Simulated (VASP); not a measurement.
Set up this calculation in VASP 6.6.1, as the native input.

```
Task                   : single point
Functional             : LDA
Potentials or basis    : VASP PAW LDA potentials, release 64 (Rb_sv)
Cutoff                 : 520 eV
k mesh                 : 7 × 7 × 7
Occupations            : fermi-dirac, width 0.08 eV
Spin                   : no spin polarisation
Dipole correction      : no
Further INCAR settings : ALGO = Normal; EDIFF = 1e-06; NBANDS = 16
```

The structure of Rb lies in POSCAR:

```
Rb
1.0
    0.0000000000      4.0235241792      4.0235241792
    4.0235241792      0.0000000000      4.0235241792
    4.0235241792      4.0235241792      0.0000000000
Rb
2
Direct
   -0.1250000000     -0.1250000000     -0.1250000000
    0.1250000000      0.1250000000      0.1250000000
```

This cell differs from its parent crystal: volume scaled by 0.55.

These files were run (other wordings do the same):

INCAR

```
ALGO = Normal
EDIFF = 1E-6
ENCUT = 520
ISIF = 2
ISMEAR = -1
LASPH = True
LCHARG = False
LREAL = False
LWAVE = False
NBANDS = 16
NELM = 80
PREC = Accurate
SIGMA = 0.08
```

KPOINTS

```
k-points
0
Gamma
  7 7 7
```

Potentials or basis: VASP PAW LDA potentials, release 64 (Rb_sv).

Launch:

```bash
$ cat potpaw_LDA.64/Rb_sv/POTCAR > POTCAR
$ mpirun -np 1 vasp_std > vasp.out
```

It gave:

The pressure is 1.8 GPa and the band gap on the k mesh is zero (band 9 reaches 0.81 eV, above the bottom of band 10 at 0.70 eV).

Run time: 19 s on 1 thread of Intel(R) Xeon(R) 6975P-C (Granite Rapids), on a shared host, peak memory 0.2 GiB.
